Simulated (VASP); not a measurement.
# Cu (Pm-3m) in VASP: notebook

Runs on Cu. Level: PBE. Tasks: single point.

Program: VASP 6.6.1. These are calculated values, not measurements. Logs are shortened: lines on timing, memory, paths and dates and some standing lists are left out, and cuts for length are marked.

### Step 1. The cell of the first run

Symmetry: Pm-3m, No. 221, cubic system. The conventional cell has a = 1.975 Å, b = 1.975 Å, c = 1.975 Å, α = 90.00°, β = 90.00°, γ = 90.00°. Within 2.6 Å of Cu (site symmetry m-3m) lie 6 Cu at 1.97 Å.

### Step 2. Single point, PBE

Contents of INCAR:

```
SYSTEM = Cu
ALGO = Normal
EDIFF = 1E-6
ENCUT = 520
GGA = PE
ISIF = 2
ISMEAR = -1
LASPH = .TRUE.
LCHARG = .TRUE.
LELF = .TRUE.
LREAL = .FALSE.
LVHAR = .TRUE.
LWAVE = .FALSE.
NBANDS = 12
NELM = 80
PREC = Accurate
SIGMA = 0.1
```

Contents of KPOINTS:

```
k-points
0
G
  19 19 19
  0 0 0
```

Contents of POSCAR:

```
Cu
1.0
    1.9747465101      0.0000000000      0.0000000000
    0.0000000000      1.9747465101      0.0000000000
    0.0000000000      0.0000000000      1.9747465101
Cu
1
Direct
    0.0000000000      0.0000000000      0.0000000000
```

Potentials or basis: VASP PAW PBE potentials, release 64 (Cu).

On the command line:

```bash
> cat potpaw_PBE.64/Cu/POTCAR > POTCAR
> mpirun -np 1 vasp_std > vasp.out
```

OUTCAR:

```text
SYSTEM = Cu
   EDIFF = 1E-6
   ENCUT = 520
   GGA = PE
   ISIF = 2
   ISMEAR = -1
   LASPH = .TRUE.
   LREAL = .FALSE.
   NELM = 80
   PREC = Accurate

 ion  position               nearest neighbor table
   1  0.000  0.000  0.000-

  LATTYP: Found a simple cubic cell.
 ALAT       =     1.9747465101

  Lattice vectors:

 A1 = (   1.9747465101,   0.0000000000,   0.0000000000)
 A2 = (   0.0000000000,   1.9747465101,   0.0000000000)
 A3 = (   0.0000000000,   0.0000000000,   1.9747465101)

Analysis of symmetry for initial positions (statically):
=====================================================================
 Subroutine PRICEL returns:
 Original cell was already a primitive cell.

 Routine SETGRP: Setting up the symmetry group for a
 simple cubic supercell.

 Subroutine GETGRP returns: Found 48 space group operations
 (whereof 48 operations were pure point group operations)
 out of a pool of 48 trial point group operations.

The static configuration has the point symmetry O_h .

Analysis of symmetry for dynamics (positions and initial velocities):
=====================================================================
 Subroutine PRICEL returns:
 Original cell was already a primitive cell.

 Routine SETGRP: Setting up the symmetry group for a
 simple cubic supercell.

 Subroutine GETGRP returns: Found 48 space group operations
 (whereof 48 operations were pure point group operations)
 out of a pool of 48 trial point group operations.

The dynamic configuration has the point symmetry O_h .

 Subroutine INISYM returns: Found 48 space group operations
 (whereof 48 operations are pure point group operations),
 and found     1 'primitive' translations

----------------------------------------------------------------------------------------

                                     Primitive cell

  volume of cell :       7.7008

  direct lattice vectors                    reciprocal lattice vectors
     1.974746510  0.000000000  0.000000000     0.506394109  0.000000000  0.000000000
     0.000000000  1.974746510  0.000000000     0.000000000  0.506394109  0.000000000
     0.000000000  0.000000000  1.974746510     0.000000000  0.000000000  0.506394109

  length of vectors
     1.974746510  1.974746510  1.974746510     0.506394109  0.506394109  0.506394109

  position of ions in fractional coordinates (direct lattice)
     0.000000000  0.000000000  0.000000000

  ion indices of the primitive-cell ions
   primitive index   ion index
                 1           1

----------------------------------------------------------------------------------------

 KPOINTS: k-points

Automatic generation of k-mesh.
 Grid dimensions read from file:
 generate k-points for:   19   19   19

 Generating k-lattice:

  Cartesian coordinates                     Fractional coordinates (reciprocal lattice)
     0.026652322  0.000000000  0.000000000     0.052631579  0.000000000  0.000000000
     0.000000000  0.026652322  0.000000000     0.000000000  0.052631579  0.000000000
     0.000000000  0.000000000  0.026652322     0.000000000  0.000000000  0.052631579

  Length of vectors
     0.026652322  0.026652322  0.026652322

  Shift w.r.t. Gamma in fractional coordinates (k-lattice)
     0.000000000  0.000000000  0.000000000

 Subroutine IBZKPT returns following result:
 ===========================================

 Found    220 irreducible k-points:

 Following reciprocal coordinates:
            Coordinates               Weight
  0.000000  0.000000  0.000000      1.000000
  0.052632  0.000000  0.000000      6.000000
  0.105263  0.000000  0.000000      6.000000
  0.157895  0.000000  0.000000      6.000000
  0.210526  0.000000  0.000000      6.000000
  0.263158  0.000000  0.000000      6.000000
[... 16 lines left out ...]
  0.263158  0.105263  0.000000     24.000000
  0.315789  0.105263  0.000000     24.000000
 [... further k-points ...]
   k-points           NKPTS =    220   k-points in BZ     NKDIM =    220   number of bands    NBANDS=     12
   number of dos      NEDOS =    301   number of ions     NIONS =      1
   total plane-waves  NPLWV =   4096
   dimension x,y,z NGX =    16 NGY =   16 NGZ =   16
   dimension x,y,z NGXF=    32 NGYF=   32 NGZF=   32
   ions per type =               1
   NGX,Y,Z   is equivalent  to a cutoff of  13.47, 13.47, 13.47 a.u.
   NGXF,Y,Z  is equivalent  to a cutoff of  26.94, 26.94, 26.94 a.u.
 SYSTEM =  Cu
   PREC   = accura    normal or accurate (medium, high low for compatibility)
   ISTART =      0    job   : 0-new  1-cont  2-samecut
   ICHARG =      2    charge: 1-file 2-atom 10-const
   ISPIN  =      1    spin polarized calculation?
   LNONCOLLINEAR =      F non collinear calculations
   LSORBIT =      F    spin-orbit coupling
   LASPH  =      T    aspherical Exc in radial PAW
   ENCUT  =  520.0 eV  38.22 Ry    6.18 a.u.   3.67  3.67  3.67*2*pi/ulx,y,z
   NELM   =     80;   NELMIN=  2; NELMDL= -5     # of ELM steps
   EDIFF  = 0.1E-05   stopping-criterion for ELM
   LREAL  =      F    real-space projection
   EDIFFG = 0.1E-04   stopping-criterion for IOM
   NSW    =      0    number of steps for IOM
   IBRION =     -1    ionic relax: 0-MD 1-quasi-New 2-CG
   NFREE  =      0    steps in history (QN), initial steepest desc. (CG)
   ISIF   =      2    stress and relaxation
   ISYM   =      2    0-nonsym 1-usesym 2-fastsym
   POTIM  = 0.5000    time-step for ionic-motion
   TEBEG  =    0.0;   TEEND  =   0.0 temperature during run
   PSTRESS=    0.0 pullay stress
   NELECT =      11.0000    total number of electrons
   NUPDOWN=      -1.0000    fix difference up-down
   EMIN   =  10.00;   EMAX   =-10.00  energy-range for DOS
   EFERMI =   0.00;   METHOD = LEGACY
   ISMEAR =    -1;   SIGMA  =   0.10  broadening in eV -4-tet -1-fermi 0-gaus
   EFERMI_NEDOS =   21; number of points for ismear=-14 and -15
   IALGO  =     38    algorithm
   IMIX   =      4    mixing-type and parameters
     AMIX     =   0.40;   BMIX     =  1.00
     AMIX_MAG =   1.60;   BMIX_MAG =  1.00
  volume/ion in A,a.u.               =       7.70        51.97
  Fermi-wavevector in a.u.,A,eV,Ry     =   1.843717  3.484121 46.250204  3.399294
  Thomas-Fermi vector in A             =   2.895350
   LORBIT       =      0    0 simple, 1 ext, 2 COOP (PROOUT), +10 PAW based schemes
   GGA     = PE    functional components
   LHFCALC =     F    Hartree Fock is set to
   AEXX    =    0.0000 exact exchange contribution
   IVDW    =     0    specifies the selected vdW correction
   LEPSILON=     F    determine dielectric tensor
   LRPA    =     F    only Hartree local field effects (RPA)
 non-spin polarized calculation
  energy-cutoff  :      520.00
  volume of cell :        7.70
 maximum number of plane-waves:       219
 NGX is ok and might be reduce to    16
   NGX =  7   NGY =  7   NGZ =  7

 number of electron      11.0000017 magnetization

 Free energy of the ion-electron system (eV)
  ---------------------------------------------------
  ext. energy  EPLUGINS =         0.00000000
  ---------------------------------------------------
  free energy    TOTEN  =        -0.39173143 eV

  energy without entropy =       -0.38497638  energy(sigma->0) =       -0.38835390

 E-fermi :  14.3342     XC(G=0): -15.3112

 val. band max:       14.3329907953   @ k =   0.4211   0.2105   0.1053
 cond. band min:      14.3571259586   @ k =   0.4211   0.2632   0.0000
 fundamental gap:      0.0241351632
 Fermi energy:        14.3342337695

 k-point     1 :       0.0000    0.0000    0.0000
  band No.  band energies     occupation
      1       1.3974      2.00000
      2       6.7333      2.00000
      3       6.7333      2.00000
      4      12.6299      2.00000
      5      12.6299      2.00000
      6      12.6299      2.00000
      7      39.0695      0.00000
      8      39.0695      0.00000
      9      39.0695      0.00000
     10      44.0741      0.00000
     11      44.0741      0.00000
     12      51.1448      0.00000

 k-point     2 :       0.0526    0.0000    0.0000
  band No.  band energies     occupation
      1       1.5145      2.00000
      2       6.7537      2.00000
      3       6.8018      2.00000
      4      12.5711      2.00000
      5      12.5711      2.00000
      6      12.6345      2.00000
      7      37.5483      0.00000
      8      39.2340      0.00000
      9      39.2340      0.00000
     10      44.0510      0.00000
     11      45.2176      0.00000
     12      51.7095      0.00000

 k-point     3 :       0.1053    0.0000    0.0000
  band No.  band energies     occupation
      1       1.8597      2.00000
      2       6.8132      2.00000
      3       7.0037      2.00000
      4      12.4035      2.00000
      5      12.4035      2.00000
      6      12.6479      2.00000
      7      34.7874      0.00000
      8      39.7195      0.00000
      9      39.7195      0.00000
     10      43.9817      0.00000
     11      46.6549      0.00000
     12      53.5873      0.00000

 k-point     4 :       0.1579    0.0000    0.0000
  band No.  band energies     occupation
      1       2.4146      2.00000
      2       6.9059      2.00000
      3       7.3285      2.00000
      4      12.1507      2.00000
      5      12.1507      2.00000
      6      12.6687      2.00000
      7      31.8783      0.00000
      8      40.5037      0.00000
      9      40.5037      0.00000
     10      43.8671      0.00000
     11      47.4129      0.00000
     12      56.6402      0.00000

 k-point     5 :       0.2105    0.0000    0.0000
  band No.  band energies     occupation
      1       3.1474      2.00000
      2       7.0230      2.00000
      3       7.7590      2.00000
      4      11.8459      2.00000
      5      11.8459      2.00000
      6      12.6947      2.00000
      7      29.0564      0.00000
      8      41.5556      0.00000
      9      41.5556      0.00000
     10      43.7110      0.00000
     11      47.7629      0.00000
     12      59.4577      0.00000
[... 228 lines left out ...]
      1       2.8534      2.00000
      2       7.1043      2.00000
      3       7.4857      2.00000
      4      11.9225      2.00000
      5      12.1670      2.00000
      6      12.4587      2.00000
      7      32.2521      0.00000
      8      35.9818      0.00000
      9      41.1318      0.00000
     10      45.3119      0.00000
     11      50.7107      0.00000
     12      56.6961      0.00000

 k-point    22 :       0.2105    0.1053    0.0000
  band No.  band energies     occupation
      1       3.5631      2.00000
      2       7.2300      2.00000
      3       7.9039      2.00000
      4      11.6380      2.00000
      5      11.8700      2.00000
      6      12.4859      2.00000
      7      29.4460      0.00000
      8      36.7049      0.00000
      9      42.1682      0.00000
     10      45.3505      0.00000
     11      51.3505      0.00000
     12      56.3185      0.00000

 k-point    23 :       0.2632    0.1053    0.0000
  band No.  band energies     occupation
      1       4.3915      2.00000
      2       7.3647      2.00000
      3       8.3786      2.00000
      4      11.3891      2.00000
      5      11.5557      2.00000
      6      12.5176      2.00000
      7      26.7873      0.00000
      8      37.5781      0.00000
      9      43.4359      0.00000
     10      45.3608      0.00000
     11      51.2407      0.00000
     12      55.2452      0.00000

 k-point    24 :       0.3158    0.1053    0.0000
  band No.  band energies     occupation
      1       5.2696      2.00000
      2       7.4994      2.00000
      3       8.8051      2.00000
      4      11.2595      2.00000
      5      11.2906      2.00000
      6      12.5490      2.00000
      7      24.3454      0.00000
      8      38.5313      0.00000
      9      44.9034      0.00000
     10      45.3673      0.00000
     11      50.3298      0.00000
     12      54.9211      0.00000

 [... further k-points ...]

------------------------ aborting loop because EDIFF is reached ----------------------------------------

  FORCE on cell =-STRESS in cart. coord.  units (eV):
  Direction    XX          YY          ZZ          XY          YZ          ZX
  --------------------------------------------------------------------------------------
  -------------------------------------------------------------------------------------
  Total       12.5827960     12.5827960     12.5827960     -0.0000000     -0.0000000      0.0000000
  in kB     2617.9037362   2617.9037362   2617.9037362     -0.0000000     -0.0000000      0.0000000
  external PRESSURE =    2617.9037362 kB  Pullay stress =       0.0000000 kB

 VOLUME and BASIS-vectors are now :
 -----------------------------------------------------------------------------
  energy-cutoff  :      520.00
  volume of cell :        7.70
      direct lattice vectors                 reciprocal lattice vectors
     1.974746510  0.000000000  0.000000000     0.506394109  0.000000000  0.000000000
     0.000000000  1.974746510  0.000000000     0.000000000  0.506394109  0.000000000
     0.000000000  0.000000000  1.974746510     0.000000000  0.000000000  0.506394109

 POSITION                                       TOTAL-FORCE (eV/Angst)
 -----------------------------------------------------------------------------------
      0.00000      0.00000      0.00000         0.000000      0.000000      0.000000
 -----------------------------------------------------------------------------------
    total drift:                                0.000000      0.000000      0.000000

  FREE ENERGIE OF THE ION-ELECTRON SYSTEM (eV)
  ---------------------------------------------------
  free  energy   TOTEN  =        -0.3917314257 eV

  energy  without entropy=       -0.3849763840  energy(sigma->0) =       -0.38835390
```

Wall time 6.5 s (1 thread of Intel Xeon 6975P-C, shared host); peak memory 0.13 GiB.

What came out:

* Free energy: -0.3917 eV
* Pressure: 261.8 GPa

Levels at points of the mesh, in eV from the Fermi level:
| k point | band 3 | band 4 | band 5 | band 6 | band 7 | band 8 | band 9 | band 10 |
| --- | --- | --- | --- | --- | --- | --- | --- | --- |
| (0.00, 0.00, 0.00) | -7.60 | -1.70 | -1.70 | -1.70 | 24.74 | 24.74 | 24.74 | 29.74 |

[end of part 1 of 2]
